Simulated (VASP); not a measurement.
# Bi2Se3 (R-3m) in VASP: a series of runs

The runs below take Bi2Se3 through single point, with PBE.

Program: VASP 6.6.1. These are calculated values, not measurements. Logs are shortened: lines on timing, memory, paths and dates and some standing lists are left out, and cuts for length are marked.

## Step 1: The cell of the first run

It takes space group R-3m (No. 166, trigonal). Conventional cell: a = 4.143 Å, b = 4.143 Å, c = 28.636 Å, α = 90.00°, β = 90.00°, γ = 120.00°. Bi (site symmetry 3m) has 6 Se at 2.85 to 3.07 Å within 3.8 Å. Within 4.3 Å of Se (site symmetry -3m) lie 6 Bi at 3.07 Å and 12 Se at 4.14 to 4.23 Å. Se (site symmetry 3m) has 3 Bi at 2.85 Å and 3 Se at 3.52 Å within 3.8 Å.

## Step 2: Single point, PBE

File INCAR:

```
  PREC = Accurate
  ENCUT = 500
  EDIFF = 1E-6
  ISMEAR = 0
  SIGMA = 0.01
  LREAL = F
  LASPH = T
  NELM = 120
  ALGO = Normal
  ISIF = 2
  LWAVE = F
  LCHARG = F
  GGA = PE
  NBANDS = 32
  GGA_COMPAT = F
```

File KPOINTS:

```
Automatic mesh
0
Gamma
  6 6 6
```

File POSCAR:

```
Bi2Se3
1.0
    2.0715000000      1.1959810826      9.5453333333
   -2.0715000000      1.1959810826      9.5453333333
    0.0000000000     -2.3919621653      9.5453333333
Bi Se
2 3
Direct
    0.4007996667      0.4007996667      0.4007996667
    0.5992003333      0.5992003333      0.5992003333
    0.0000000000      0.0000000000      0.0000000000
    0.2117003333      0.2117003333      0.2117003333
    0.7882996667      0.7882996667      0.7882996667
```

Potentials or basis: VASP PAW PBE potentials, release 64 (Bi_d, Se).

The run is started by

```bash
$ cat potpaw_PBE.64/Bi_d/POTCAR potpaw_PBE.64/Se/POTCAR > POTCAR
$ mpirun -np 1 vasp_std > vasp.out
```

OUTCAR:

```text
PREC = Accurate
   ENCUT = 500
   EDIFF = 1E-6
   ISMEAR = 0
   LREAL = F
   LASPH = T
   NELM = 120
   ISIF = 2
   GGA = PE

 ion  position               nearest neighbor table
   1  0.401  0.401  0.401-   5 2.85   5 2.85   5 2.85   3 3.07   3 3.07   3 3.07
   2  0.599  0.599  0.599-   4 2.85   4 2.85   4 2.85   3 3.07   3 3.07   3 3.07
   3  0.000  0.000  0.000-   2 3.07   2 3.07   1 3.07   1 3.07   2 3.07   1 3.07
   4  0.212  0.212  0.212-   2 2.85   2 2.85   2 2.85
   5  0.788  0.788  0.788-   1 2.85   1 2.85   1 2.85

  LATTYP: Found a trigonal (rhomboedric) cell.
 ALAT       =     9.8404710987
 COS(alpha) =     0.9113725833

  Lattice vectors:

 A1 = (   2.0715000000,   1.1959810826,   9.5453333333)
 A2 = (  -2.0715000000,   1.1959810826,   9.5453333333)
 A3 = (   0.0000000000,  -2.3919621653,   9.5453333333)

Analysis of symmetry for initial positions (statically):
=====================================================================
 Subroutine PRICEL returns:
 Original cell was already a primitive cell.

 Routine SETGRP: Setting up the symmetry group for a
 trigonal (rhombohedral) supercell.

 Subroutine GETGRP returns: Found 12 space group operations
 (whereof 12 operations were pure point group operations)
 out of a pool of 12 trial point group operations.

The static configuration has the point symmetry D_3d.

Analysis of symmetry for dynamics (positions and initial velocities):
=====================================================================
 Subroutine PRICEL returns:
 Original cell was already a primitive cell.

 Routine SETGRP: Setting up the symmetry group for a
 trigonal (rhombohedral) supercell.

 Subroutine GETGRP returns: Found 12 space group operations
 (whereof 12 operations were pure point group operations)
 out of a pool of 12 trial point group operations.

The dynamic configuration has the point symmetry D_3d.

 Subroutine INISYM returns: Found 12 space group operations
 (whereof 12 operations are pure point group operations),
 and found     1 'primitive' translations

----------------------------------------------------------------------------------------

                                     Primitive cell

  volume of cell :     141.8899

  direct lattice vectors                    reciprocal lattice vectors
     2.071500000  1.195981083  9.545333333     0.241370987  0.139355604  0.034921078
    -2.071500000  1.195981083  9.545333333    -0.241370987  0.139355604  0.034921078
     0.000000000 -2.391962165  9.545333333     0.000000000 -0.278711209  0.034921078

  length of vectors
     9.840471099  9.840471099  9.840471099     0.280890405  0.280890405  0.280890405

  position of ions in fractional coordinates (direct lattice)
     0.400799667  0.400799667  0.400799667
     0.599200333  0.599200333  0.599200333
     0.000000000  0.000000000  0.000000000
     0.211700333  0.211700333  0.211700333
     0.788299667  0.788299667  0.788299667

  ion indices of the primitive-cell ions
   primitive index   ion index
                 1           1
                 2           2
                 3           3
                 4           4
                 5           5

----------------------------------------------------------------------------------------

 KPOINTS: Automatic mesh

Automatic generation of k-mesh.
 Grid dimensions read from file:
 generate k-points for:    6    6    6

 Generating k-lattice:

  Cartesian coordinates                     Fractional coordinates (reciprocal lattice)
     0.040228498  0.023225934  0.005820180     0.166666667 -0.000000000  0.000000000
    -0.040228498  0.023225934  0.005820180    -0.000000000  0.166666667  0.000000000
     0.000000000 -0.046451868  0.005820180     0.000000000  0.000000000  0.166666667

  Length of vectors
     0.046815068  0.046815068  0.046815068

  Shift w.r.t. Gamma in fractional coordinates (k-lattice)
     0.000000000  0.000000000  0.000000000

 Subroutine IBZKPT returns following result:
 ===========================================

 Found     32 irreducible k-points:

 Following reciprocal coordinates:
            Coordinates               Weight
  0.000000  0.000000  0.000000      1.000000
  0.166667  0.000000 -0.000000      6.000000
  0.333333 -0.000000 -0.000000      6.000000
  0.500000  0.000000 -0.000000      3.000000
  0.166667  0.166667 -0.000000      6.000000
  0.333333  0.166667 -0.000000     12.000000
[... 16 lines left out ...]
  0.500000  0.500000  0.166667      6.000000
 -0.333333  0.500000  0.166667     12.000000
 [... further k-points ...]
   k-points           NKPTS =     32   k-points in BZ     NKDIM =     32   number of bands    NBANDS=     32
   number of dos      NEDOS =    301   number of ions     NIONS =      5
   total plane-waves  NPLWV = 373248
   dimension x,y,z NGX =    72 NGY =   72 NGZ =   72
   dimension x,y,z NGXF=   144 NGYF=  144 NGZF=  144
   ions per type =               2   3
   NGX,Y,Z   is equivalent  to a cutoff of  12.16, 12.16, 12.16 a.u.
   NGXF,Y,Z  is equivalent  to a cutoff of  24.33, 24.33, 24.33 a.u.
 SYSTEM =  unknown system
   PREC   = accura    normal or accurate (medium, high low for compatibility)
   ISTART =      0    job   : 0-new  1-cont  2-samecut
   ICHARG =      2    charge: 1-file 2-atom 10-const
   ISPIN  =      1    spin polarized calculation?
   LNONCOLLINEAR =      F non collinear calculations
   LSORBIT =      F    spin-orbit coupling
   LASPH  =      T    aspherical Exc in radial PAW
   ENCUT  =  500.0 eV  36.75 Ry    6.06 a.u.  17.94 17.94 17.94*2*pi/ulx,y,z
   NELM   =    120;   NELMIN=  2; NELMDL= -5     # of ELM steps
   EDIFF  = 0.1E-05   stopping-criterion for ELM
   LREAL  =      F    real-space projection
   EDIFFG = 0.1E-04   stopping-criterion for IOM
   NSW    =      0    number of steps for IOM
   IBRION =     -1    ionic relax: 0-MD 1-quasi-New 2-CG
   NFREE  =      0    steps in history (QN), initial steepest desc. (CG)
   ISIF   =      2    stress and relaxation
   ISYM   =      2    0-nonsym 1-usesym 2-fastsym
   POTIM  = 0.5000    time-step for ionic-motion
   TEBEG  =    0.0;   TEEND  =   0.0 temperature during run
   PSTRESS=    0.0 pullay stress
   NELECT =      48.0000    total number of electrons
   NUPDOWN=      -1.0000    fix difference up-down
   EMIN   =  10.00;   EMAX   =-10.00  energy-range for DOS
   EFERMI =   0.00;   METHOD = LEGACY
   ISMEAR =     0;   SIGMA  =   0.01  broadening in eV -4-tet -1-fermi 0-gaus
   EFERMI_NEDOS =   21; number of points for ismear=-14 and -15
   IALGO  =     38    algorithm
   IMIX   =      4    mixing-type and parameters
     AMIX     =   0.40;   BMIX     =  1.00
     AMIX_MAG =   1.60;   BMIX_MAG =  1.00
  volume/ion in A,a.u.               =      28.38       191.50
  Fermi-wavevector in a.u.,A,eV,Ry     =   1.140700  2.155610 17.703848  1.301196
  Thomas-Fermi vector in A             =   2.277401
   LORBIT       =      0    0 simple, 1 ext, 2 COOP (PROOUT), +10 PAW based schemes
   GGA     = PE    functional components
   LHFCALC =     F    Hartree Fock is set to
   AEXX    =    0.0000 exact exchange contribution
   IVDW    =     0    specifies the selected vdW correction
   LEPSILON=     F    determine dielectric tensor
   LRPA    =     F    only Hartree local field effects (RPA)
 non-spin polarized calculation
 Gauss-broadening in eV      SIGMA  =   0.01
  energy-cutoff  :      500.00
  volume of cell :      141.89
 maximum number of plane-waves:      3629
   NGX = 35   NGY = 35   NGZ = 35

 number of electron      48.0000004 magnetization

 Free energy of the ion-electron system (eV)
  ---------------------------------------------------
  ext. energy  EPLUGINS =         0.00000000
  ---------------------------------------------------
  free energy    TOTEN  =       -20.15630643 eV

  energy without entropy =      -20.15630643  energy(sigma->0) =      -20.15630643

 E-fermi :   5.0846     XC(G=0):  -9.4972

 val. band max:        4.9662244814   @ k =   0.0000   0.0000   0.0000
 cond. band min:       5.1846104612   @ k =   0.0000   0.0000   0.0000
 fundamental gap:      0.2183859797
 Fermi energy:         5.0845966563

 k-point     1 :       0.0000    0.0000    0.0000
  band No.  band energies     occupation
      1     -18.1614      2.00000
      2     -18.1614      2.00000
      3     -18.1596      2.00000
      4     -18.1596      2.00000
      5     -18.1530      2.00000
      6     -18.1505      2.00000
[... 24 lines left out ...]
     31      10.8011      0.00000
     32      11.9729      0.00000

 k-point     2 :       0.1667    0.0000   -0.0000
  band No.  band energies     occupation
      1     -18.1653      2.00000
      2     -18.1629      2.00000
      3     -18.1553      2.00000
      4     -18.1535      2.00000
      5     -18.1493      2.00000
      6     -18.1469      2.00000
[... 24 lines left out ...]
     31      10.0906      0.00000
     32      10.9868      0.00000

 k-point     3 :       0.3333   -0.0000   -0.0000
  band No.  band energies     occupation
      1     -18.1754      2.00000
      2     -18.1713      2.00000
      3     -18.1530      2.00000
      4     -18.1485      2.00000
      5     -18.1483      2.00000
      6     -18.1453      2.00000
[... 24 lines left out ...]
     31       9.4582      0.00000
     32      11.4410      0.00000

 k-point     4 :       0.5000    0.0000   -0.0000
  band No.  band energies     occupation
      1     -18.1811      2.00000
      2     -18.1760      2.00000
      3     -18.1557      2.00000
      4     -18.1508      2.00000
      5     -18.1488      2.00000
      6     -18.1442      2.00000
[... 654 lines left out ...]
     31       9.5686      0.00000
     32      11.8483      0.00000

 k-point    23 :       0.5000    0.5000    0.1667
  band No.  band energies     occupation
      1     -18.1753      2.00000
      2     -18.1714      2.00000
      3     -18.1530      2.00000
      4     -18.1486      2.00000
      5     -18.1484      2.00000
      6     -18.1453      2.00000
[... 24 lines left out ...]
     31       9.3838      0.00000
     32      11.2302      0.00000

 k-point    24 :      -0.3333    0.5000    0.1667
  band No.  band energies     occupation
      1     -18.1740      2.00000
      2     -18.1703      2.00000
      3     -18.1532      2.00000
      4     -18.1511      2.00000
      5     -18.1480      2.00000
      6     -18.1472      2.00000
[... 24 lines left out ...]
     31       9.9028      0.00000
     32      11.4620      0.00000

 [... further k-points ...]

------------------------ aborting loop because EDIFF is reached ----------------------------------------

  FORCE on cell =-STRESS in cart. coord.  units (eV):
  Direction    XX          YY          ZZ          XY          YZ          ZX
  --------------------------------------------------------------------------------------
  -------------------------------------------------------------------------------------
  Total        2.2456745      2.2456745      2.2891010      0.0000000     -0.0000000      0.0000000
  in kB       25.3574620     25.3574620     25.8478210      0.0000000     -0.0000000      0.0000000
  external PRESSURE =      25.5209150 kB  Pullay stress =       0.0000000 kB

 VOLUME and BASIS-vectors are now :
 -----------------------------------------------------------------------------
  energy-cutoff  :      500.00
  volume of cell :      141.89
      direct lattice vectors                 reciprocal lattice vectors
     2.071500000  1.195981083  9.545333333     0.241370987  0.139355604  0.034921078
    -2.071500000  1.195981083  9.545333333    -0.241370987  0.139355604  0.034921078
     0.000000000 -2.391962165  9.545333333     0.000000000 -0.278711209  0.034921078

 POSITION                                       TOTAL-FORCE (eV/Angst)
 -----------------------------------------------------------------------------------
      0.00000     -0.00000     11.47730         0.000000      0.000000     -0.191858
      0.00000     -0.00000     17.15870         0.000000     -0.000000      0.191858
      0.00000      0.00000      0.00000         0.000000     -0.000000      0.000000
      0.00000     -0.00000      6.06225         0.000000      0.000000     -0.188309
      0.00000     -0.00000     22.57375         0.000000     -0.000000      0.188309
 -----------------------------------------------------------------------------------
    total drift:                                0.000000     -0.000000      0.000000

  FREE ENERGIE OF THE ION-ELECTRON SYSTEM (eV)
  ---------------------------------------------------
  free  energy   TOTEN  =       -20.1563064323 eV

  energy  without entropy=      -20.1563064323  energy(sigma->0) =      -20.15630643
```

Run time: 17 min. Hardware: 1 thread of Intel Xeon Platinum 8259CL at 2.50GHz (Skylake/Cascade Lake), shared host; peak memory 0.74 GiB.

Results:

```yaml
Free_energy: -20.1563 eV
Pressure: 2.6 GPa
Largest_force: 0.192 eV/Å
Band_gap_on_the_k_mesh: 0.22 eV
```

Forces in eV/Å, atoms in the order of the input:
```
Bi   0.000  0.000 -0.192
Bi   0.000  0.000  0.192
Se   0.000  0.000  0.000
Se   0.000  0.000 -0.188
Se   0.000  0.000  0.188
```

Levels at points of the mesh, in eV from the valence-band top:
```
           k point  band 20  band 21  band 22  band 23  band 24  band 25  band 26  band 27  band 28  band 29
(0.00, 0.00, 0.00)    -1.87    -1.87    -1.21    -1.21     0.00     0.22     1.40     1.40     2.13     2.72
(0.50, 0.00, 0.00)    -3.02    -2.99    -2.15    -1.24    -0.56     0.84     1.93     2.96     3.15     4.09
(0.50, 0.50, 0.00)    -2.58    -1.89    -1.88    -1.64    -1.00     1.34     1.95     2.60     2.99     3.52
(0.50, 0.50, 0.50)    -1.63    -1.55    -1.38    -1.38    -0.44     0.63     1.70     1.70     2.06     2.38
```

Caveat: spin-orbit coupling is left out, which moves the levels of the heavy elements.

## Step 3: Single point, PBE

File INCAR:

```
SYSTEM = Bi2Se3
PREC = Accurate
ENCUT = 500
EDIFF = 1E-6
ISMEAR = 0
SIGMA = 0.01
LREAL = .FALSE.
LASPH = .TRUE.
NELM = 120
ALGO = Normal
ISIF = 2
LWAVE = .FALSE.
LCHARG = .FALSE.
GGA = PE
NBANDS = 32
GGA_COMPAT = .FALSE.
```

File KPOINTS:

```
Automatic mesh
0
G
  6 6 6
  0 0 0
```

POSCAR is that of step 2.

Potentials or basis: VASP PAW PBE potentials, release 64 (Bi_d, Se).

The run is started by

```bash
$ cat potpaw_PBE.64/Bi_d/POTCAR potpaw_PBE.64/Se/POTCAR > POTCAR
$ mpirun -np 1 vasp_std > vasp.out
```

Run time: 17 min. Hardware: 1 thread of Intel Xeon Platinum 8259CL at 2.50GHz (Skylake/Cascade Lake), shared host; peak memory 0.74 GiB.

The run converged. Its results:

```
Free energy            : -20.1563 eV
Pressure               : 2.6 GPa
Largest force          : 0.192 eV/Å
Band gap on the k mesh : 0.22 eV
```

Forces in eV/Å, atoms in the order of the input:
```
Bi   0.000  0.000 -0.192
Bi   0.000  0.000  0.192
Se   0.000  0.000  0.000
Se   0.000  0.000 -0.188
Se   0.000  0.000  0.188
```

Levels at points of the mesh, in eV from the valence-band top:
| k point | band 22 | band 23 | band 24 | band 25 | band 26 | band 27 |
| --- | --- | --- | --- | --- | --- | --- |
| (0.00, 0.00, 0.00) | -1.21 | -1.21 | 0.00 | 0.22 | 1.40 | 1.40 |
| (0.50, 0.00, 0.00) | -2.15 | -1.24 | -0.56 | 0.84 | 1.93 | 2.96 |
| (0.50, 0.50, 0.00) | -1.88 | -1.64 | -1.00 | 1.34 | 1.95 | 2.60 |
| (0.50, 0.50, 0.50) | -1.38 | -1.38 | -0.44 | 0.63 | 1.70 | 1.70 |

Caveat: spin-orbit coupling is left out, which moves the levels of the heavy elements.
